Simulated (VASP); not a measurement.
# Pb (R-3m) in VASP: single point with LDA

Aim: the single point of Pb with LDA.

Everything below comes from runs of VASP 6.6.1. Logs are shortened: lines on timing, memory, paths and dates and some standing lists are left out, and cuts for length are marked.

### Step 1. The cell of the first run

The typed cell holds 1 atom: a = 4.227 Å, b = 4.227 Å, c = 4.227 Å, α = 59.98°, β = 59.98°, γ = 59.98°.

### Step 2. Single point, LDA

Contents of INCAR:

```
SYSTEM = Pb
PREC = Accurate ; ENCUT = 500
EDIFF = 1E-6 ; ISMEAR = 0
SIGMA = 0.1 ; LREAL = .FALSE.
LASPH = .TRUE. ; NELM = 120
ALGO = Normal ; ISIF = 2
LWAVE = .FALSE. ; LCHARG = .TRUE.
LELF = .TRUE. ; LVHAR = .TRUE.
NBANDS = 13 ; GGA_COMPAT = .FALSE.
```

Contents of KPOINTS:

```
Automatic mesh
0
G
  5 5 5
  0 0 0
```

Contents of POSCAR:

```
Pb
1.0
    2.1126620000      1.2197460000      3.4519160000
   -2.1126620000      1.2197460000      3.4519160000
    0.0000000000     -2.4394920000      3.4519160000
Pb
1
Direct
    0.9805660000      0.9805660000      0.9805660000
```

Potentials or basis: VASP PAW LDA potentials, release 64 (Pb_d).

The run is started by

```sh
cat potpaw_LDA.64/Pb_d/POTCAR > POTCAR
mpirun -np 1 vasp_std > vasp.out
```

OUTCAR:

```text
SYSTEM = Pb
   PREC = Accurate
   ENCUT = 500
   EDIFF = 1E-6
   ISMEAR = 0
   LREAL = .FALSE.
   LASPH = .TRUE.
   NELM = 120
   ISIF = 2

 ion  position               nearest neighbor table
   1  0.981  0.981  0.981-

  LATTYP: Found a trigonal (rhomboedric) cell.
 ALAT       =     4.2269191028
 COS(alpha) =     0.5003772834

  Lattice vectors:

 A1 = (   2.1126620000,   1.2197460000,   3.4519160000)
 A2 = (  -2.1126620000,   1.2197460000,   3.4519160000)
 A3 = (   0.0000000000,  -2.4394920000,   3.4519160000)

Analysis of symmetry for initial positions (statically):
=====================================================================
 Subroutine PRICEL returns:
 Original cell was already a primitive cell.

 Routine SETGRP: Setting up the symmetry group for a
 trigonal (rhombohedral) supercell.

 Subroutine GETGRP returns: Found 12 space group operations
 (whereof  6 operations were pure point group operations)
 out of a pool of 12 trial point group operations.

The static configuration has the point symmetry C_3v.
 The point group associated with its full space group is D_3d.

Analysis of symmetry for dynamics (positions and initial velocities):
=====================================================================
 Subroutine PRICEL returns:
 Original cell was already a primitive cell.

 Routine SETGRP: Setting up the symmetry group for a
 trigonal (rhombohedral) supercell.

 Subroutine GETGRP returns: Found 12 space group operations
 (whereof  6 operations were pure point group operations)
 out of a pool of 12 trial point group operations.

The dynamic configuration has the point symmetry C_3v.
 The point group associated with its full space group is D_3d.

 Subroutine INISYM returns: Found 12 space group operations
 (whereof  6 operations are pure point group operations),
 and found     1 'primitive' translations

----------------------------------------------------------------------------------------

                                     Primitive cell

  volume of cell :      53.3717

  direct lattice vectors                    reciprocal lattice vectors
     2.112662000  1.219746000  3.451916000     0.236668241  0.136640470  0.096564729
    -2.112662000  1.219746000  3.451916000    -0.236668241  0.136640470  0.096564729
     0.000000000 -2.439492000  3.451916000     0.000000000 -0.273280940  0.096564729

  length of vectors
     4.226919103  4.226919103  4.226919125     0.289839993  0.289839993  0.289839989

  position of ions in fractional coordinates (direct lattice)
     0.980566000  0.980566000  0.980566000

  ion indices of the primitive-cell ions
   primitive index   ion index
                 1           1

----------------------------------------------------------------------------------------

 KPOINTS: Automatic mesh

Automatic generation of k-mesh.
 Grid dimensions read from file:
 generate k-points for:    5    5    5

 Generating k-lattice:

  Cartesian coordinates                     Fractional coordinates (reciprocal lattice)
     0.047333648  0.027328094  0.019312946     0.200000000 -0.000000000  0.000000000
    -0.047333648  0.027328094  0.019312946    -0.000000000  0.200000000  0.000000000
     0.000000000 -0.054656188  0.019312946     0.000000000  0.000000000  0.200000000

  Length of vectors
     0.057967999  0.057967999  0.057967998

  Shift w.r.t. Gamma in fractional coordinates (k-lattice)
     0.000000000  0.000000000  0.000000000

 Subroutine IBZKPT returns following result:
 ===========================================

 Found     19 irreducible k-points:

 Following reciprocal coordinates:
            Coordinates               Weight
  0.000000  0.000000  0.000000      1.000000
  0.200000 -0.000000  0.000000      6.000000
  0.400000  0.000000  0.000000      6.000000
  0.200000  0.200000  0.000000      6.000000
  0.400000  0.200000  0.000000     12.000000
 -0.400000  0.200000 -0.000000     12.000000
[... 11 lines left out ...]
  0.400000  0.400000  0.400000      2.000000
 -0.400000  0.400000  0.400000      6.000000
   k-points           NKPTS =     19   k-points in BZ     NKDIM =     19   number of bands    NBANDS=     13
   number of dos      NEDOS =    301   number of ions     NIONS =      1
   total plane-waves  NPLWV =  32768
   dimension x,y,z NGX =    32 NGY =   32 NGZ =   32
   dimension x,y,z NGXF=    64 NGYF=   64 NGZF=   64
   ions per type =               1
   NGX,Y,Z   is equivalent  to a cutoff of  12.59, 12.59, 12.59 a.u.
   NGXF,Y,Z  is equivalent  to a cutoff of  25.17, 25.17, 25.17 a.u.
 SYSTEM =  Pb
   PREC   = accura    normal or accurate (medium, high low for compatibility)
   ISTART =      0    job   : 0-new  1-cont  2-samecut
   ICHARG =      2    charge: 1-file 2-atom 10-const
   ISPIN  =      1    spin polarized calculation?
   LNONCOLLINEAR =      F non collinear calculations
   LSORBIT =      F    spin-orbit coupling
   LASPH  =      T    aspherical Exc in radial PAW
   ENCUT  =  500.0 eV  36.75 Ry    6.06 a.u.   7.71  7.71  7.71*2*pi/ulx,y,z
   NELM   =    120;   NELMIN=  2; NELMDL= -5     # of ELM steps
   EDIFF  = 0.1E-05   stopping-criterion for ELM
   LREAL  =      F    real-space projection
   EDIFFG = 0.1E-04   stopping-criterion for IOM
   NSW    =      0    number of steps for IOM
   IBRION =     -1    ionic relax: 0-MD 1-quasi-New 2-CG
   NFREE  =      0    steps in history (QN), initial steepest desc. (CG)
   ISIF   =      2    stress and relaxation
   ISYM   =      2    0-nonsym 1-usesym 2-fastsym
   POTIM  = 0.5000    time-step for ionic-motion
   TEBEG  =    0.0;   TEEND  =   0.0 temperature during run
   PSTRESS=    0.0 pullay stress
   NELECT =      14.0000    total number of electrons
   NUPDOWN=      -1.0000    fix difference up-down
   EMIN   =  10.00;   EMAX   =-10.00  energy-range for DOS
   EFERMI =   0.00;   METHOD = LEGACY
   ISMEAR =     0;   SIGMA  =   0.10  broadening in eV -4-tet -1-fermi 0-gaus
   EFERMI_NEDOS =   21; number of points for ismear=-14 and -15
   IALGO  =     38    algorithm
   IMIX   =      4    mixing-type and parameters
     AMIX     =   0.40;   BMIX     =  1.00
     AMIX_MAG =   1.60;   BMIX_MAG =  1.00
  volume/ion in A,a.u.               =      53.37       360.17
  Fermi-wavevector in a.u.,A,eV,Ry     =   1.047966  1.980369 14.942365  1.098233
  Thomas-Fermi vector in A             =   2.182868
   LORBIT       =      0    0 simple, 1 ext, 2 COOP (PROOUT), +10 PAW based schemes
   GGA     = CA    functional components
   LHFCALC =     F    Hartree Fock is set to
   AEXX    =    0.0000 exact exchange contribution
   IVDW    =     0    specifies the selected vdW correction
   LEPSILON=     F    determine dielectric tensor
   LRPA    =     F    only Hartree local field effects (RPA)
 non-spin polarized calculation
 Gauss-broadening in eV      SIGMA  =   0.10
  energy-cutoff  :      500.00
  volume of cell :       53.37
 maximum number of plane-waves:      1369
   NGX = 15   NGY = 15   NGZ = 15

 number of electron      14.0000002 magnetization

 Free energy of the ion-electron system (eV)
  ---------------------------------------------------
  ext. energy  EPLUGINS =         0.00000000
  ---------------------------------------------------
  free energy    TOTEN  =        -3.21410618 eV

  energy without entropy =       -3.20074774  energy(sigma->0) =       -3.20742696

 E-fermi :   2.1858     XC(G=0):  -8.0373

 val. band max:        2.1441775871   @ k =  -0.4000   0.4000   0.0000
 cond. band min:       2.2305596527   @ k =  -0.4000   0.4000   0.2000
 fundamental gap:      0.0863820656
 Fermi energy:         2.1858127300

 k-point     1 :       0.0000    0.0000    0.0000
  band No.  band energies     occupation
      1     -14.8861      2.00000
      2     -14.8860      2.00000
      3     -14.8860      2.00000
      4     -14.8645      2.00000
      5     -14.8645      2.00000
      6      -7.0354      2.00000
      7       5.8791      0.00000
      8       5.8845      0.00000
      9       5.8845      0.00000
     10       7.7551      0.00000
     11      11.1759      0.00000
     12      11.3687      0.00000
     13      11.3775      0.00000

 k-point     2 :       0.2000   -0.0000    0.0000
  band No.  band energies     occupation
      1     -14.8840      2.00000
      2     -14.8804      2.00000
      3     -14.8803      2.00000
      4     -14.8615      2.00000
      5     -14.8615      2.00000
      6      -6.6890      2.00000
      7       3.0662      0.00000
      8       5.5611      0.00000
      9       5.5647      0.00000
     10       8.6645      0.00000
     11      11.2157      0.00000
     12      11.6678      0.00000
     13      11.6741      0.00000

 k-point     3 :       0.4000    0.0000    0.0000
  band No.  band energies     occupation
      1     -14.8824      2.00000
      2     -14.8823      2.00000
      3     -14.8811      2.00000
      4     -14.8452      2.00000
      5     -14.8451      2.00000
      6      -5.9500      2.00000
      7       0.4946      2.00000
      8       5.1449      0.00000
      9       5.1470      0.00000
     10       8.1296      0.00000
     11      10.8120      0.00000
     12      10.8172      0.00000
     13      10.8177      0.00000

 k-point     4 :       0.2000    0.2000    0.0000
  band No.  band energies     occupation
      1     -14.8933      2.00000
      2     -14.8722      2.00000
      3     -14.8691      2.00000
      4     -14.8690      2.00000
      5     -14.8574      2.00000
      6      -6.5730      2.00000
      7       3.3013      0.00000
      8       4.7975      0.00000
      9       4.8019      0.00000
     10       8.9149      0.00000
     11       9.2486      0.00000
     12      11.7945      0.00000
     13      13.1559      0.00000

 k-point     5 :       0.4000    0.2000    0.0000
  band No.  band energies     occupation
      1     -14.8914      2.00000
      2     -14.8765      2.00000
      3     -14.8666      2.00000
      4     -14.8557      2.00000
      5     -14.8435      2.00000
      6      -5.9420      2.00000
      7       1.3179      2.00000
      8       3.7852      0.00000
      9       4.3421      0.00000
     10       8.2097      0.00000
     11      10.0222      0.00000
     12      11.6655      0.00000
     13      12.7815      0.00000
[... 177 lines left out ...]
 k-point    17 :      -0.4000   -0.4000    0.2000
  band No.  band energies     occupation
      1     -14.8973      2.00000
      2     -14.8802      2.00000
      3     -14.8495      2.00000
      4     -14.8453      2.00000
      5     -14.8407      2.00000
      6      -5.3544      2.00000
      7       0.9324      2.00000
      8       2.1423      1.46127
      9       3.7836      0.00000
     10       7.1894      0.00000
     11       9.5238      0.00000
     12      14.6615      0.00000
     13      14.7243      0.00000

 k-point    18 :       0.4000    0.4000    0.4000
  band No.  band energies     occupation
      1     -14.8824      2.00000
      2     -14.8824      2.00000
      3     -14.8811      2.00000
      4     -14.8452      2.00000
      5     -14.8452      2.00000
      6      -5.9521      2.00000
      7       0.4935      2.00000
      8       5.1501      0.00000
      9       5.1501      0.00000
     10       8.1339      0.00000
     11      10.8191      0.00000
     12      10.8191      0.00000
     13      10.8203      0.00000

 k-point    19 :      -0.4000    0.4000    0.4000
  band No.  band energies     occupation
      1     -14.8862      2.00000
      2     -14.8709      2.00000
      3     -14.8697      2.00000
      4     -14.8510      2.00000
      5     -14.8457      2.00000
      6      -5.6232      2.00000
      7       0.5742      2.00000
      8       2.9526      0.00000
      9       4.6427      0.00000
     10       8.3660      0.00000
     11      10.6616      0.00000
     12      11.9016      0.00000
     13      13.6943      0.00000

------------------------ aborting loop because EDIFF is reached ----------------------------------------

  FORCE on cell =-STRESS in cart. coord.  units (eV):
  Direction    XX          YY          ZZ          XY          YZ          ZX
  --------------------------------------------------------------------------------------
  -------------------------------------------------------------------------------------
  Total       -2.4841574     -2.4841575     -2.4806417      0.0000000     -0.0000000      0.0000000
  in kB      -74.5725179    -74.5725210    -74.4669792      0.0000000     -0.0000000      0.0000000
  external PRESSURE =     -74.5373394 kB  Pullay stress =       0.0000000 kB

 VOLUME and BASIS-vectors are now :
 -----------------------------------------------------------------------------
  energy-cutoff  :      500.00
  volume of cell :       53.37
      direct lattice vectors                 reciprocal lattice vectors
     2.112662000  1.219746000  3.451916000     0.236668241  0.136640470  0.096564729
    -2.112662000  1.219746000  3.451916000    -0.236668241  0.136640470  0.096564729
     0.000000000 -2.439492000  3.451916000     0.000000000 -0.273280940  0.096564729

 POSITION                                       TOTAL-FORCE (eV/Angst)
 -----------------------------------------------------------------------------------
      0.00000      0.00000     10.15449         0.000000      0.000000     -0.000000
 -----------------------------------------------------------------------------------
    total drift:                               -0.000000     -0.000000      0.000002

  FREE ENERGIE OF THE ION-ELECTRON SYSTEM (eV)
  ---------------------------------------------------
  free  energy   TOTEN  =        -3.2141061843 eV

  energy  without entropy=       -3.2007477389  energy(sigma->0) =       -3.20742696
```

Wall time 13 s (1 thread of Intel Xeon 8259CL, shared host); peak memory 0.15 GiB.

What came out:

| Property | Result |
| --- | --- |
| Free energy | -3.2141 eV |
| Pressure | -7.5 GPa |
| Band gap on the k mesh | zero (band 7 reaches 5.88 eV, above the bottom of band 8 at 2.14 eV) |

Levels at points of the mesh, in eV from the Fermi level:
| k point | band 4 | band 5 | band 6 | band 7 | band 8 | band 9 | band 10 | band 11 |
| --- | --- | --- | --- | --- | --- | --- | --- | --- |
| (0.00, 0.00, 0.00) | -17.05 | -17.05 | -9.22 | 3.69 | 3.70 | 3.70 | 5.57 | 8.99 |

Caveat: the k points lie up to 0.36 Å⁻¹ apart; spin-orbit coupling is left out, which moves the levels of the heavy elements.
